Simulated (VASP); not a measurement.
LiSn2:

```
Li Sn
1.0
     0.00000    4.00234    4.00234
     4.00234    0.00000    4.00234
     4.00234    4.00234    0.00000
Li Sn
2 4
Direct
  0.00000 0.00000 0.00000
  0.25000 0.25000 0.25000
  0.62500 0.62500 0.62500
  0.12500 0.62500 0.62500
  0.62500 0.62500 0.12500
  0.62500 0.12500 0.62500
```

| Quantity | Value |
| --- | --- |
| Program | VASP 6.6.1 |
| Task | relaxation of cell and atoms |
| Functional | PBE |
| Potentials or basis | VASP PAW PBE potentials, release 64 (Li_sv, Sn_d) |
| Cutoff | 600 eV |
| k mesh | 4 × 4 × 4 |
| Occupations | gaussian, width 0.1 eV |
| Spin | no spin polarisation |

At the start: pressure 17.4 GPa; volume 21.37 Å³/atom.

**Question.** Where does the relaxation end?

**Answer.** Over 3 steps the energy falls by 288.5 meV/atom and the volume is 28.26 Å³/atom (+32.2 %); space group Fd-3m (No. 227, to 0.1 Å) before and after.

The path:
```
step  energy change (eV)  largest force (eV/Å)  pressure (GPa)  volume (Å³)
   1              0.0000                0.0000           17.42       128.22
   2             -1.7153                0.0000           -0.92       176.35
   3             -1.7311                0.0000            0.22       169.56
```

Final structure:
```cif
data_structure
_symmetry_space_group_name_H-M 'P 1'
_symmetry_Int_Tables_number 1
_cell_length_a 6.2127
_cell_length_b 6.2127
_cell_length_c 6.2127
_cell_angle_alpha 60.000
_cell_angle_beta 60.000
_cell_angle_gamma 60.000
_cell_volume 169.56
loop_
_atom_site_label
_atom_site_type_symbol
_atom_site_fract_x
_atom_site_fract_y
_atom_site_fract_z
_atom_site_occupancy
Li1 Li 0.00000 0.00000 0.00000 1
Li2 Li 0.25000 0.25000 0.25000 1
Sn1 Sn 0.62500 0.62500 0.62500 1
Sn2 Sn 0.12500 0.62500 0.62500 1
Sn3 Sn 0.62500 0.62500 0.12500 1
Sn4 Sn 0.62500 0.12500 0.62500 1
```

Caveat: the cutoff is under 1.25 times the usual one of these potentials, so pressure, stress and relaxed cells hold a basis-set (Pulay) error; the volume moved by over 15 % at a fixed basis, so the end points are rough.
